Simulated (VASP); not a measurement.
# LiH (Fm-3m) in VASP: a series of runs

Runs on LiH. Level: PBEsol. Tasks: single point.

All numbers are computed with VASP 6.6.1; they aren't measurements. Logs are shortened: lines on timing, memory, paths and dates and some standing lists are left out, and cuts for length are marked.

## 1. The cell of the first run

It takes space group Fm-3m (No. 225, cubic). The conventional cell has a = 3.835 Å, b = 3.835 Å, c = 3.835 Å, α = 90.00°, β = 90.00°, γ = 90.00°. Within 2.5 Å of Li (site symmetry m-3m) lie 6 H at 1.92 Å. Within 2.5 Å of H (site symmetry m-3m) lie 6 Li at 1.92 Å.

## 2. Single point, PBEsol

Input file INCAR:

```
PREC = Accurate ; ENCUT = 520
EDIFF = 1E-7 ; ISMEAR = -1
SIGMA = 0.1 ; LREAL = False
LASPH = True ; NELM = 100
ALGO = Normal ; ISIF = 2
LWAVE = False ; LCHARG = False
GGA = PS ; NBANDS = 9
```

Input file KPOINTS:

```
regular mesh
0
Gamma
  7 7 7
```

Input file POSCAR:

```
LiH
1.0
    0.0000000000      1.9174083733      1.9174083733
    1.9174083733      0.0000000000      1.9174083733
    1.9174083733      1.9174083733      0.0000000000
Li H
1 1
Direct
    0.0000000000      0.0000000000      0.0000000000
    0.5000000000      0.5000000000      0.5000000000
```

Potentials or basis: VASP PAW PBE potentials, release 64 (Li_sv, H).

Command:

```console
$ cat potpaw_PBE.64/Li_sv/POTCAR potpaw_PBE.64/H/POTCAR > POTCAR
$ mpirun -np 1 vasp_std > vasp.out
```

OUTCAR:

```text
PREC = Accurate
   ENCUT = 520
   EDIFF = 1E-7
   ISMEAR = -1
   LREAL = False
   LASPH = True
   NELM = 100
   ISIF = 2
   GGA = PS

 ion  position               nearest neighbor table
   1  0.000  0.000  0.000-
   2  0.500  0.500  0.500-

  LATTYP: Found a face centered cubic cell.
 ALAT       =     3.8348167466

  Lattice vectors:

 A1 = (   0.0000000000,   1.9174083733,   1.9174083733)
 A2 = (   1.9174083733,   0.0000000000,   1.9174083733)
 A3 = (   1.9174083733,   1.9174083733,   0.0000000000)

Analysis of symmetry for initial positions (statically):
=====================================================================
 Subroutine PRICEL returns:
 Original cell was already a primitive cell.

 Routine SETGRP: Setting up the symmetry group for a
 face centered cubic supercell.

 Subroutine GETGRP returns: Found 48 space group operations
 (whereof 48 operations were pure point group operations)
 out of a pool of 48 trial point group operations.

The static configuration has the point symmetry O_h .

Analysis of symmetry for dynamics (positions and initial velocities):
=====================================================================
 Subroutine PRICEL returns:
 Original cell was already a primitive cell.

 Routine SETGRP: Setting up the symmetry group for a
 face centered cubic supercell.

 Subroutine GETGRP returns: Found 48 space group operations
 (whereof 48 operations were pure point group operations)
 out of a pool of 48 trial point group operations.

The dynamic configuration has the point symmetry O_h .

 Subroutine INISYM returns: Found 48 space group operations
 (whereof 48 operations are pure point group operations),
 and found     1 'primitive' translations

----------------------------------------------------------------------------------------

                                     Primitive cell

  volume of cell :      14.0985

  direct lattice vectors                    reciprocal lattice vectors
     0.000000000  1.917408373  1.917408373    -0.260768654  0.260768654  0.260768654
     1.917408373  0.000000000  1.917408373     0.260768654 -0.260768654  0.260768654
     1.917408373  1.917408373  0.000000000     0.260768654  0.260768654 -0.260768654

  length of vectors
     2.711624926  2.711624926  2.711624926     0.451664557  0.451664557  0.451664557

  position of ions in fractional coordinates (direct lattice)
     0.000000000  0.000000000  0.000000000
     0.500000000  0.500000000  0.500000000

  ion indices of the primitive-cell ions
   primitive index   ion index
                 1           1
                 2           2

----------------------------------------------------------------------------------------

 KPOINTS: regular mesh

Automatic generation of k-mesh.
 Grid dimensions read from file:
 generate k-points for:    7    7    7

 Generating k-lattice:

  Cartesian coordinates                     Fractional coordinates (reciprocal lattice)
    -0.037252665  0.037252665  0.037252665     0.142857143  0.000000000  0.000000000
     0.037252665 -0.037252665  0.037252665     0.000000000  0.142857143  0.000000000
     0.037252665  0.037252665 -0.037252665     0.000000000  0.000000000  0.142857143

  Length of vectors
     0.064523508  0.064523508  0.064523508

  Shift w.r.t. Gamma in fractional coordinates (k-lattice)
     0.000000000  0.000000000  0.000000000

 Subroutine IBZKPT returns following result:
 ===========================================

 Found     20 irreducible k-points:

 Following reciprocal coordinates:
            Coordinates               Weight
  0.000000  0.000000  0.000000      1.000000
  0.142857  0.000000  0.000000      8.000000
  0.285714  0.000000  0.000000      8.000000
  0.428571  0.000000  0.000000      8.000000
  0.142857  0.142857  0.000000      6.000000
  0.285714  0.142857  0.000000     24.000000
[... 12 lines left out ...]
 -0.428571  0.428571  0.142857     24.000000
 -0.285714  0.428571  0.142857     24.000000
   k-points           NKPTS =     20   k-points in BZ     NKDIM =     20   number of bands    NBANDS=      9
   number of dos      NEDOS =    301   number of ions     NIONS =      2
   total plane-waves  NPLWV =   8000
   dimension x,y,z NGX =    20 NGY =   20 NGZ =   20
   dimension x,y,z NGXF=    40 NGYF=   40 NGZF=   40
   ions per type =               1   1
   NGX,Y,Z   is equivalent  to a cutoff of  12.26, 12.26, 12.26 a.u.
   NGXF,Y,Z  is equivalent  to a cutoff of  24.52, 24.52, 24.52 a.u.
 SYSTEM =  unknown system
   PREC   = accura    normal or accurate (medium, high low for compatibility)
   ISTART =      0    job   : 0-new  1-cont  2-samecut
   ICHARG =      2    charge: 1-file 2-atom 10-const
   ISPIN  =      1    spin polarized calculation?
   LNONCOLLINEAR =      F non collinear calculations
   LSORBIT =      F    spin-orbit coupling
   LASPH  =      T    aspherical Exc in radial PAW
   ENCUT  =  520.0 eV  38.22 Ry    6.18 a.u.   5.04  5.04  5.04*2*pi/ulx,y,z
   NELM   =    100;   NELMIN=  2; NELMDL= -5     # of ELM steps
   EDIFF  = 0.1E-06   stopping-criterion for ELM
   LREAL  =      F    real-space projection
   EDIFFG = 0.1E-05   stopping-criterion for IOM
   NSW    =      0    number of steps for IOM
   IBRION =     -1    ionic relax: 0-MD 1-quasi-New 2-CG
   NFREE  =      0    steps in history (QN), initial steepest desc. (CG)
   ISIF   =      2    stress and relaxation
   ISYM   =      2    0-nonsym 1-usesym 2-fastsym
   POTIM  = 0.5000    time-step for ionic-motion
   TEBEG  =    0.0;   TEEND  =   0.0 temperature during run
   PSTRESS=    0.0 pullay stress
   NELECT =       4.0000    total number of electrons
   NUPDOWN=      -1.0000    fix difference up-down
   EMIN   =  10.00;   EMAX   =-10.00  energy-range for DOS
   EFERMI =   0.00;   METHOD = LEGACY
   ISMEAR =    -1;   SIGMA  =   0.10  broadening in eV -4-tet -1-fermi 0-gaus
   EFERMI_NEDOS =   21; number of points for ismear=-14 and -15
   IALGO  =     38    algorithm
   IMIX   =      4    mixing-type and parameters
     AMIX     =   0.40;   BMIX     =  1.00
     AMIX_MAG =   1.60;   BMIX_MAG =  1.00
  volume/ion in A,a.u.               =       7.05        47.57
  Fermi-wavevector in a.u.,A,eV,Ry     =   1.075731  2.032836 15.744613  1.157196
  Thomas-Fermi vector in A             =   2.211595
   LORBIT       =      0    0 simple, 1 ext, 2 COOP (PROOUT), +10 PAW based schemes
   GGA     = PS    functional components
   LHFCALC =     F    Hartree Fock is set to
   AEXX    =    0.0000 exact exchange contribution
   IVDW    =     0    specifies the selected vdW correction
   LEPSILON=     F    determine dielectric tensor
   LRPA    =     F    only Hartree local field effects (RPA)
 non-spin polarized calculation
  energy-cutoff  :      520.00
  volume of cell :       14.10
 maximum number of plane-waves:       388
   NGX =  9   NGY =  9   NGZ =  9

 number of electron       3.9999988 magnetization

 Free energy of the ion-electron system (eV)
  ---------------------------------------------------
  ext. energy  EPLUGINS =         0.00000000
  ---------------------------------------------------
  free energy    TOTEN  =        -6.09486436 eV

  energy without entropy =       -6.09486433  energy(sigma->0) =       -6.09486434

 E-fermi :   2.2613     XC(G=0):  -9.0487

 val. band max:        0.6633319577   @ k =  -0.4286   0.4286   0.0000
 cond. band min:       3.8580050534   @ k =  -0.4286   0.4286   0.0000
 fundamental gap:      3.1946730957
 Fermi energy:         2.2612738653

 k-point     1 :       0.0000    0.0000    0.0000
  band No.  band energies     occupation
      1     -42.7997      2.00000
      2      -5.2264      2.00000
      3      18.7335      0.00000
      4      19.9223      0.00000
      5      19.9223      0.00000
      6      19.9223      0.00000
      7      24.8243      0.00000
      8      24.8243      0.00000
      9      24.8243      0.00000

 k-point     2 :       0.1429    0.0000    0.0000
  band No.  band energies     occupation
      1     -42.7848      2.00000
      2      -4.8564      2.00000
      3      15.1230      0.00000
      4      18.5537      0.00000
      5      19.1506      0.00000
      6      19.1506      0.00000
      7      24.5196      0.00000
      8      26.3571      0.00000
      9      26.3572      0.00000

 k-point     3 :       0.2857    0.0000    0.0000
  band No.  band energies     occupation
      1     -42.7504      2.00000
      2      -3.8063      2.00000
      3       9.9076      0.00000
      4      16.7702      0.00000
      5      18.3693      0.00000
      6      18.3693      0.00000
      7      23.6800      0.00000
      8      23.6800      0.00000
      9      26.7149      0.00000

 k-point     4 :       0.4286    0.0000    0.0000
  band No.  band energies     occupation
      1     -42.7229      2.00000
      2      -2.5428      2.00000
      3       6.3954      0.00000
      4      15.7201      0.00000
      5      18.2913      0.00000
      6      18.2913      0.00000
      7      21.4345      0.00000
      8      21.4345      0.00000
      9      29.7008      0.00000
[... 157 lines left out ...]
 k-point    18 :      -0.4286    0.2857    0.1429
  band No.  band energies     occupation
      1     -42.7065      2.00000
      2      -1.2644      2.00000
      3       6.5116      0.00000
      4       9.2533      0.00000
      5      14.7116      0.00000
      6      18.7752      0.00000
      7      25.4649      0.00000
      8      27.9512      0.00000
      9      30.8213      0.00000

 k-point    19 :      -0.4286    0.4286    0.1429
  band No.  band energies     occupation
      1     -42.6983      2.00000
      2      -0.1963      2.00000
      3       5.3979      0.00000
      4       8.7161      0.00000
      5      13.2020      0.00000
      6      19.8033      0.00000
      7      20.7767      0.00000
      8      31.4228      0.00000
      9      34.6320      0.00000

 k-point    20 :      -0.2857    0.4286    0.1429
  band No.  band energies     occupation
      1     -42.6958      2.00000
      2       0.1449      2.00000
      3       5.4947      0.00000
      4       7.1885      0.00000
      5      13.7233      0.00000
      6      19.3003      0.00000
      7      25.3618      0.00000
      8      28.8741      0.00000
      9      30.9555      0.00000

------------------------ aborting loop because EDIFF is reached ----------------------------------------

  FORCE on cell =-STRESS in cart. coord.  units (eV):
  Direction    XX          YY          ZZ          XY          YZ          ZX
  --------------------------------------------------------------------------------------
  -------------------------------------------------------------------------------------
  Total        0.4255185      0.4255185      0.4255185     -0.0000000      0.0000000     -0.0000000
  in kB       48.3565359     48.3565359     48.3565359     -0.0000000      0.0000000     -0.0000000
  external PRESSURE =      48.3565359 kB  Pullay stress =       0.0000000 kB

 VOLUME and BASIS-vectors are now :
 -----------------------------------------------------------------------------
  energy-cutoff  :      520.00
  volume of cell :       14.10
      direct lattice vectors                 reciprocal lattice vectors
     0.000000000  1.917408373  1.917408373    -0.260768654  0.260768654  0.260768654
     1.917408373  0.000000000  1.917408373     0.260768654 -0.260768654  0.260768654
     1.917408373  1.917408373  0.000000000     0.260768654  0.260768654 -0.260768654

 POSITION                                       TOTAL-FORCE (eV/Angst)
 -----------------------------------------------------------------------------------
      0.00000      0.00000      0.00000         0.000000      0.000000      0.000000
      1.91741      1.91741      1.91741        -0.000000     -0.000000     -0.000000
 -----------------------------------------------------------------------------------
    total drift:                                0.000000     -0.000000      0.000000

  FREE ENERGIE OF THE ION-ELECTRON SYSTEM (eV)
  ---------------------------------------------------
  free  energy   TOTEN  =        -6.0948643556 eV

  energy  without entropy=       -6.0948643279  energy(sigma->0) =       -6.09486434
```

Wall time 2.7 s (1 thread of Intel Xeon Platinum 8375C at 2.90GHz (Ice Lake), shared host); peak memory 0.11 GiB.

Results:

```yaml
Free_energy: -6.0949 eV
Band_gap_on_the_k_mesh: 3.19 eV, direct
```

Levels at points of the mesh, in eV from the valence-band top:
```tsv
k point	band 1	band 2	band 3	band 4	band 5	band 6
(0.00, 0.00, 0.00)	-43.46	-5.89	18.07	19.26	19.26	19.26
```

Caveat: the cutoff is under 1.25 times the usual one of these potentials, so pressure, stress and relaxed cells hold a basis-set (Pulay) error; the PAW data sets were made with another functional, which shifts forces and pressure a little.

## 3. Single point, PBEsol

This run uses another cell than the first one, of 6.48 Å³/atom, 0.920 times its volume.

Input file INCAR:

```
SYSTEM = LiH
PREC = Accurate ; ENCUT = 520
EDIFF = 1E-6 ; ISMEAR = -1
SIGMA = 0.1 ; LREAL = .False.
LASPH = .True. ; NELM = 80
ALGO = Normal ; ISIF = 2
LWAVE = .False. ; LCHARG = .False.
GGA = PS ; NBANDS = 9
```

Input file KPOINTS:

```
Automatic mesh
0
Gamma
  7 7 7
  0 0 0
```

Input file POSCAR:

```
LiH
1.0
    0.0000000000      1.8647376302      1.8647376302
    1.8647376302      0.0000000000      1.8647376302
    1.8647376302      1.8647376302      0.0000000000
Li H
1 1
Direct
    0.0000000000      0.0000000000      0.0000000000
    0.5000000000      0.5000000000      0.5000000000
```

Potentials or basis: VASP PAW PBE potentials, release 64 (Li_sv, H).

Command:

```console
$ cat potpaw_PBE.64/Li_sv/POTCAR potpaw_PBE.64/H/POTCAR > POTCAR
$ mpirun -np 1 vasp_std > vasp.out
```

OUTCAR:

```text
SYSTEM = LiH
   PREC = Accurate
   ENCUT = 520
   EDIFF = 1E-6
   ISMEAR = -1
   LREAL = .False.
   LASPH = .True.
   NELM = 80
   ISIF = 2
   GGA = PS

 ion  position               nearest neighbor table
   1  0.000  0.000  0.000-
   2  0.500  0.500  0.500-

  LATTYP: Found a face centered cubic cell.
 ALAT       =     3.7294752604

  Lattice vectors:

 A1 = (   0.0000000000,   1.8647376302,   1.8647376302)
 A2 = (   1.8647376302,   0.0000000000,   1.8647376302)
[... 415 lines left out ...]
      9      33.0564      0.00000

------------------------ aborting loop because EDIFF is reached ----------------------------------------

  FORCE on cell =-STRESS in cart. coord.  units (eV):
  Direction    XX          YY          ZZ          XY          YZ          ZX
  --------------------------------------------------------------------------------------
  -------------------------------------------------------------------------------------
  Total        0.8040465      0.8040465      0.8040465     -0.0000000     -0.0000000      0.0000000
  in kB       99.3364319     99.3364319     99.3364319     -0.0000000     -0.0000000      0.0000000
  external PRESSURE =      99.3364319 kB  Pullay stress =       0.0000000 kB

 VOLUME and BASIS-vectors are now :
 -----------------------------------------------------------------------------
  energy-cutoff  :      520.00
  volume of cell :       12.97
      direct lattice vectors                 reciprocal lattice vectors
     0.000000000  1.864737630  1.864737630    -0.268134236  0.268134236  0.268134236
     1.864737630  0.000000000  1.864737630     0.268134236 -0.268134236  0.268134236
     1.864737630  1.864737630  0.000000000     0.268134236  0.268134236 -0.268134236

 POSITION                                       TOTAL-FORCE (eV/Angst)
 -----------------------------------------------------------------------------------
      0.00000      0.00000      0.00000         0.000000      0.000000     -0.000000
      1.86474      1.86474      1.86474         0.000000     -0.000000      0.000000
 -----------------------------------------------------------------------------------
    total drift:                                0.000000     -0.000000      0.000000

  FREE ENERGIE OF THE ION-ELECTRON SYSTEM (eV)
  ---------------------------------------------------
  free  energy   TOTEN  =        -6.0412592617 eV

  energy  without entropy=       -6.0412592273  energy(sigma->0) =       -6.04125924
```

stdout:

```text
POSCAR found type information on POSCAR LiH
 POSCAR found :  2 types and       2 ions
 scaLAPACK will be used
 -----------------------------------------------------------------------------
|                                                                             |
|                                                                             |
|     You enforced a specific xc type in the INCAR file but a different       |
|     I HOPE YOU KNOW WHAT YOU ARE DOING!                                     |
|                                                                             |
 -----------------------------------------------------------------------------

 LDA part: xc-table for (Slater+PW92), standard interpolation
 POSCAR, INCAR and KPOINTS ok, starting setup
 FFT: planning ... GRIDC
 FFT: planning ... GRID_SOFT
 FFT: planning ... GRID
 WAVECAR not read
 entering main loop
```

It took 2.1 s on 1 thread of Intel Xeon Platinum 8375C at 2.90GHz (Ice Lake), shared host; peak memory 0.11 GiB.

What came out:

```
Free energy            : -6.0413 eV
Band gap on the k mesh : 3.15 eV, direct
```

Caveat: the cutoff is under 1.25 times the usual one of these potentials, so pressure, stress and relaxed cells hold a basis-set (Pulay) error; the PAW data sets were made with another functional, which shifts forces and pressure a little.
